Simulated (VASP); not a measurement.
# Al47N49 (a cell with a defect) in VASP: further runs, part 2 of 2

VASP 6.6.1.

## (3) Relaxation of the atoms, PBEsol

INCAR

```
PREC = Accurate
ENCUT = 520
EDIFF = 1E-7
ISMEAR = -1
SIGMA = 0.05
LREAL = Auto
LASPH = T
NELM = 120
ALGO = Normal
ISIF = 2
LWAVE = F
LCHARG = F
GGA = PS
IBRION = 2
NSW = 100
EDIFFG = -0.03
ISYM = -1
GGA_COMPAT = F
NELMIN = 4
KPAR = 1
```

KPOINTS

```
explicit points
1
Reciprocal
  0.25000000   0.25000000   0.25000000 1
```

POSCAR

```
Al47N49
1.0
    9.3414480000      0.0000000000      0.0000000000
    0.0000000000     10.7865750000      0.0000000000
    0.0000000000      0.0000000000      9.9670570000
Al N
47 49
Direct
    0.1668540000      0.0848530000      0.2461460000
    0.1664770000      0.0863450000      0.7458950000
    0.9988350000      0.3359880000      0.2511160000
    0.0003610000      0.3359820000      0.7504260000
    0.5007720000      0.0826520000      0.2505440000
    0.4995720000      0.0823010000      0.7492970000
    0.3342570000      0.3356100000      0.2492070000
    0.3314210000      0.3316870000      0.7477560000
    0.1620930000      0.5863400000      0.2487820000
    0.1675860000      0.5837190000      0.7499180000
    0.9991010000      0.8343380000      0.2493250000
    0.0009440000      0.8336330000      0.7498010000
    0.8330620000      0.0810260000      0.2482300000
    0.8360350000      0.0851890000      0.7490370000
    0.6659910000      0.3281370000      0.2481100000
    0.6663590000      0.3309800000      0.7471350000
    0.5008940000      0.5811500000      0.2480390000
    0.4965870000      0.5847770000      0.7505820000
    0.3342060000      0.8331390000      0.2486770000
    0.3320570000      0.8310490000      0.7464430000
    0.8337440000      0.5812670000      0.2480330000
    0.8308800000      0.5820220000      0.7503740000
    0.6689150000      0.8346350000      0.2480960000
    0.6663500000      0.8287470000      0.7484840000
    0.9998510000      0.1670980000      0.4989720000
    0.0015830000      0.1678500000      0.0004130000
    0.3297240000      0.1674240000      0.4959430000
    0.3369240000      0.1645010000      0.9970890000
    0.1605810000      0.4137200000      0.4957660000
    0.1637410000      0.4165020000      0.9993380000
    0.0017730000      0.6653880000      0.4975040000
    0.9997360000      0.6661550000      0.9947830000
    0.6679720000      0.1695190000      0.5016800000
    0.6641440000      0.1661750000      0.9954820000
    0.5008180000      0.4130660000      0.0004630000
    0.3340750000      0.6663440000      0.4997520000
    0.3298000000      0.6684780000      0.9978530000
    0.1647070000      0.9190680000      0.4984730000
    0.1645590000      0.9100170000      0.9978520000
    0.8357940000      0.4166250000      0.4942470000
    0.8371050000      0.4160830000      0.0007910000
    0.6720000000      0.6675770000      0.4976430000
    0.6712430000      0.6664980000      0.9979220000
    0.5004210000      0.9163700000      0.5023440000
    0.5003320000      0.9162150000      0.9984980000
    0.8357190000      0.9151940000      0.4973580000
    0.8296470000      0.9171680000      0.9987980000
    0.9970450000      0.1675330000      0.1920830000
    0.0003380000      0.1629530000      0.6888500000
    0.3337860000      0.1677250000      0.1903970000
    0.3327100000      0.1649470000      0.6869430000
    0.1673730000      0.4143020000      0.1917660000
    0.1681840000      0.4159530000      0.6930260000
    0.0015240000      0.6680320000      0.1874160000
    0.9981190000      0.6696830000      0.6896300000
    0.6672820000      0.1671770000      0.1911330000
    0.6683250000      0.1672320000      0.6939960000
    0.4957640000      0.4178110000      0.1881770000
    0.4994140000      0.4146160000      0.6899750000
    0.3331320000      0.6685170000      0.1882590000
    0.3303380000      0.6661140000      0.6873970000
    0.1663500000      0.9164870000      0.1898180000
    0.1678870000      0.9140480000      0.6893680000
    0.8340360000      0.4169900000      0.1863150000
    0.8341670000      0.4154400000      0.6867370000
    0.6641530000      0.6683330000      0.1913110000
    0.6715680000      0.6636590000      0.6881350000
    0.5010190000      0.9159080000      0.1919590000
    0.5008080000      0.9160570000      0.6910710000
    0.8358420000      0.9185750000      0.1913800000
    0.8318920000      0.9185930000      0.6899000000
    0.1658840000      0.0823840000      0.4397850000
    0.1668800000      0.0846300000      0.9401220000
    0.9998360000      0.3330650000      0.4392680000
    0.0002070000      0.3324450000      0.9400070000
    0.5023130000      0.0866970000      0.4381680000
    0.5004580000      0.0878240000      0.9423080000
    0.3352190000      0.3365080000      0.4401980000
    0.3345320000      0.3349040000      0.9390770000
    0.1667470000      0.5839640000      0.4365080000
    0.1641260000      0.5831270000      0.9402720000
    0.9941530000      0.8336970000      0.4387920000
    0.0001230000      0.8302190000      0.9375900000
    0.8340490000      0.0836710000      0.4425700000
    0.8343960000      0.0829340000      0.9410610000
    0.6670760000      0.3312050000      0.4378530000
    0.6664040000      0.3305620000      0.9432330000
    0.4972790000      0.5814780000      0.4399010000
    0.5016560000      0.5816490000      0.9380790000
    0.3307860000      0.8342270000      0.4404610000
    0.3332550000      0.8333780000      0.9411740000
    0.8349500000      0.5840240000      0.4400640000
    0.8309270000      0.5842510000      0.9389060000
    0.6666630000      0.8352120000      0.4395810000
    0.6687340000      0.8344430000      0.9363380000
    0.4997370000      0.4174570000      0.4995880000
```

Potentials or basis: VASP PAW PBE potentials, release 64 (Al, N).

On the command line:

```console
$ cat potpaw_PBE.64/Al/POTCAR potpaw_PBE.64/N/POTCAR > POTCAR
$ mpirun -np 4 vasp_std > vasp.out
```

Wall time 52 min (4 MPI ranks of Intel Xeon Platinum 8488C (Sapphire Rapids), shared host); peak memory 0.39 GiB.

Results (log left out):

- Free energy: -746.4598 eV
- Energy gained by relaxing: 17.2 meV/atom
- Ionic steps: 41
- Pressure after relaxing: 0.1 GPa
- Largest force after relaxing: 0.027 eV/Å
- Band gap on the k mesh: 1.32 eV

Forces on the atoms (eV/Å):
```
Al  -0.005  0.002 -0.001
Al   0.002  0.007 -0.001
Al  -0.002  0.012 -0.001
Al   0.001 -0.001 -0.003
Al   0.002  0.010  0.004
Al  -0.010  0.005 -0.006
Al  -0.010 -0.002  0.000
Al  -0.003 -0.001 -0.008
Al  -0.001 -0.008 -0.005
Al   0.005  0.001 -0.006
Al  -0.009  0.002  0.007
Al   0.005  0.002 -0.004
Al  -0.012  0.003  0.013
Al   0.004  0.003 -0.002
Al  -0.001  0.003 -0.010
Al   0.010 -0.009 -0.006
Al  -0.001 -0.006  0.006
Al   0.007  0.005  0.000
Al   0.006  0.003  0.006
Al   0.003 -0.002  0.002
Al   0.004 -0.014 -0.004
Al  -0.001 -0.006 -0.001
Al   0.000 -0.001 -0.006
Al  -0.004 -0.003  0.000
Al   0.003  0.001 -0.003
Al   0.006  0.004  0.010
Al  -0.009  0.008 -0.006
Al   0.005  0.007 -0.002
Al   0.001 -0.001 -0.001
Al  -0.005 -0.005  0.004
Al   0.001 -0.006  0.003
Al   0.000 -0.010  0.004
Al  -0.005  0.001  0.004
Al  -0.002 -0.001  0.008
Al   0.001 -0.001  0.016
Al   0.008 -0.003 -0.011
Al   0.002  0.000  0.005
Al  -0.006  0.001  0.000
Al   0.008 -0.001  0.004
Al  -0.012 -0.011 -0.008
Al   0.001  0.004  0.000
Al  -0.004 -0.003  0.000
Al   0.000 -0.002  0.006
Al   0.000  0.003 -0.004
Al   0.004  0.008  0.003
Al   0.003  0.008  0.000
Al   0.002 -0.005  0.006
N   -0.003 -0.006  0.007
N   -0.001  0.002  0.003
N   -0.002 -0.006 -0.013
N    0.001 -0.003 -0.006
N    0.000  0.008 -0.009
N    0.008  0.003  0.001
N   -0.004  0.010 -0.001
N    0.000  0.008  0.005
N   -0.006 -0.011 -0.004
N    0.001  0.004  0.010
N   -0.004  0.007  0.002
N    0.007  0.006  0.008
N    0.002  0.008 -0.003
N    0.007  0.001 -0.004
N    0.007 -0.006 -0.001
N    0.002 -0.004  0.008
N   -0.004  0.002  0.001
N    0.000  0.006  0.001
N    0.000  0.002  0.002
N   -0.006  0.000 -0.002
N   -0.007  0.000 -0.002
N   -0.003  0.003 -0.001
N   -0.007 -0.005 -0.005
N    0.002 -0.006  0.000
N    0.000 -0.014  0.002
N    0.013 -0.003  0.006
N   -0.002  0.000  0.001
N   -0.003 -0.004 -0.004
N   -0.007 -0.006  0.003
N    0.003 -0.006 -0.006
N   -0.002  0.003  0.000
N    0.005 -0.001 -0.010
N    0.002  0.005  0.001
N    0.016  0.003 -0.003
N   -0.005 -0.004  0.007
N    0.000  0.006  0.001
N   -0.004 -0.005  0.013
N   -0.003 -0.007  0.004
N   -0.009  0.007  0.000
N   -0.007  0.003 -0.010
N    0.002 -0.007  0.009
N   -0.004  0.003 -0.007
N    0.010  0.000  0.002
N    0.007 -0.002  0.003
N   -0.002  0.004 -0.001
N   -0.001  0.003 -0.005
N    0.004 -0.004  0.007
N   -0.002  0.000  0.002
N    0.011  0.002 -0.025
```

Stress tensor (GPa, compression positive):
```
 0.40  0.01 -0.06
 0.01  0.54 -0.09
-0.06 -0.09 -0.69
```

Step by step:
```csv
step,energy change (eV),largest force (eV/Å),pressure (GPa)
1,0.0000,2.2001,-0.12
3,-1.1539,0.4316,-0.45
5,-1.2670,0.2491,-0.46
7,-1.3208,0.3392,-0.48
9,-1.3510,0.3990,-0.50
11,-1.4152,0.5059,-0.51
13,-1.4431,0.5436,-0.44
15,-1.5133,0.3672,-0.40
17,-1.5304,0.3351,-0.35
19,-1.5837,0.2445,-0.24
21,-1.6143,0.1393,-0.13
23,-1.6237,0.1560,-0.08
25,-1.6304,0.1180,-0.03
27,-1.6369,0.0850,0.02
29,-1.6402,0.0809,0.06
31,-1.6432,0.0752,0.08
33,-1.6456,0.0981,0.10
35,-1.6471,0.0839,0.09
37,-1.6485,0.0841,0.10
39,-1.6497,0.0545,0.09
41,-1.6503,0.0271,0.08
```

Final structure:
```
Al N
1.0
     9.34145    0.00000    0.00000
     0.00000   10.78657    0.00000
     0.00000    0.00000    9.96706
Al N
47 49
Cartesian
  1.5624 0.9051 2.4812
  1.5479 0.8902 7.4625
  0.0014 3.5993 2.4819
  9.3384 3.5960 7.4646
  4.6727 0.8986 2.4763
  4.6702 0.8786 7.4696
  3.1366 3.6064 2.5341
  3.0480 3.5521 7.4374
  1.5607 6.2903 2.4740
  1.5447 6.2974 7.4702
  0.0004 8.9913 2.4745
  9.3390 8.9868 7.4629
  7.7825 0.9038 2.4782
  7.7898 0.8911 7.4608
  6.2143 3.6038 2.5304
  6.2839 3.5541 7.4296
  4.6704 6.2797 2.5242
  4.6666 6.3585 7.4238
  3.1130 8.9815 2.4772
  3.1058 8.9928 7.4600
  7.7798 6.2910 2.4725
  7.7903 6.2976 7.4681
  6.2273 8.9819 2.4779
  6.2315 8.9917 7.4590
  0.0006 1.8102 4.9599
  9.3400 1.7968 9.9590
  3.1208 1.7741 4.9706
  3.1164 1.7988 9.9570
  1.5555 4.5089 4.9689
  1.5615 4.4937 9.9577
  9.3404 7.1941 4.9608
  9.3391 7.1923 9.9591
  6.2291 1.7727 4.9648
  6.2225 1.7996 9.9528
  4.6700 4.4916 0.0020
  3.0963 7.2025 4.9635
  3.1131 7.1822 9.9478
  1.5476 9.8908 4.9644
  1.5564 9.8867 9.9552
  7.7893 4.5073 4.9655
  7.7783 4.4938 9.9539
  6.2403 7.1993 4.9613
  6.2242 7.1825 9.9474
  4.6702 9.8708 4.9589
  4.6689 9.8807 9.9580
  7.7933 9.8877 4.9637
  7.7806 9.8868 9.9541
  0.0017 1.8001 1.8910
  9.3401 1.8026 6.8717
  3.1196 1.8102 1.8904
  3.1179 1.7771 6.8772
  1.5707 4.4890 1.8900
  1.5485 4.5055 6.8764
  0.0002 7.1908 1.8887
  9.3387 7.1921 6.8698
  6.2254 1.8077 1.8844
  6.2206 1.7776 6.8728
  4.6741 4.4960 1.8924
  4.6570 4.4750 6.6545
  3.1188 7.1828 1.8775
  3.0953 7.1901 6.8718
  1.5584 9.8908 1.8865
  1.5508 9.8857 6.8725
  7.7768 4.4912 1.8844
  7.7864 4.5052 6.8739
  6.2211 7.1837 1.8775
  6.2391 7.1886 6.8700
  4.6705 9.8840 1.8896
  4.6690 9.8744 6.8693
  7.7829 9.8890 1.8856
  7.7862 9.8858 6.8724
  1.5508 0.8933 4.3832
  1.5567 0.9014 9.3644
  0.0042 3.6092 4.3830
  9.3409 3.5954 9.3654
  4.6730 0.8802 4.3793
  4.6689 0.8929 9.3675
  3.0306 3.5378 4.4155
  3.1280 3.6015 9.3242
  1.5493 6.2987 4.3771
  1.5512 6.2895 9.3660
  0.0006 8.9864 4.3774
  9.3394 8.9885 9.3640
  7.7973 0.8871 4.3799
  7.7818 0.9017 9.3625
  6.3340 3.5248 4.4003
  6.2099 3.6024 9.3188
  4.6666 6.4424 4.3848
  4.6686 6.2673 9.3135
  3.0955 9.0026 4.3795
  3.1125 8.9829 9.3610
  7.7902 6.2992 4.3757
  7.7849 6.2903 9.3642
  6.2432 9.0013 4.3796
  6.2244 8.9827 9.3600
  4.6618 4.4818 5.3033
```

Levels at points of the mesh, in eV from the valence-band top:
```
           k point  band 189  band 190  band 191  band 192  band 193  band 194  band 195  band 196  band 197  band 198
(0.25, 0.25, 0.25)     -1.55     -1.52     -1.38     -1.33      0.00      1.32      1.48      3.64      3.85      3.99
```

Caveat: the PAW data sets were made with another functional, which shifts forces and pressure a little.
